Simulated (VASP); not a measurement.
Input of a VASP 6.6.1 run:

Contents of INCAR:

```
PREC = Accurate
ENCUT = 520
EDIFF = 1E-6
ISMEAR = -1
SIGMA = 0.05
LREAL = False
LASPH = True
NELM = 60
ALGO = Normal
ISIF = 2
LWAVE = False
LCHARG = False
NBANDS = 37
```

KPOINTS

```
Automatic mesh
0
Gamma
  4 3 3
```

The input POSCAR:

```
CdH2O2
1.0
   -0.1244730000      0.0319160000      3.3867700000
    5.6158090000     -0.1621710000     -0.0581600000
    2.5993170000      5.1789520000      1.7083640000
Cd H O
2 4 4
Direct
    0.8453280636      0.8578375103      0.3004746668
    0.1536632625      0.1509095207      0.6988585396
    0.2122253808      0.6058734669      0.7046338179
    0.8631245773      0.3391681108      0.3052537941
    0.7993044988      0.5021839175     -0.0006775375
    0.2247149574      0.6229065263     -0.0094825417
    0.5150676164      0.1242245770     -0.0088251975
    0.2454958479      0.5964013346      0.5452946379
    0.7823580697      0.1491650197      0.4350112726
    0.9538726813      0.6648294479      0.9921826377
```

Potentials or basis: VASP PAW LDA potentials, release 64 (Cd, H, O).

Run with:

```bash
$ cat potpaw_LDA.64/Cd/POTCAR potpaw_LDA.64/H/POTCAR potpaw_LDA.64/O/POTCAR > POTCAR
$ mpirun -np 1 vasp_std > vasp.out
```

Problem. Predict the pressure.

Solution. -1.3 GPa.

Problem. Estimate the band gap on the k mesh.

Solution. 0.17 eV, indirect (least direct gap 0.34 eV).

Forces on the atoms (eV/Å):
```
Cd  -0.008 -1.161  0.456
Cd   0.701  0.655 -0.012
H    0.444  0.450 -0.079
H   -0.910  0.817 -0.060
H   -0.416 -0.025 -0.346
H   -0.255  0.078  1.660
O   -0.402  0.013 -0.121
O   -0.533 -1.382 -0.303
O    1.829  0.328  0.096
O   -0.450  0.226 -1.292
```

Caveat: the k points lie up to 0.49 Å⁻¹ apart; forces of over 1 eV/Å act on the atoms, so gaps and moduli don't describe the material at rest. A k mesh can miss the band edges.
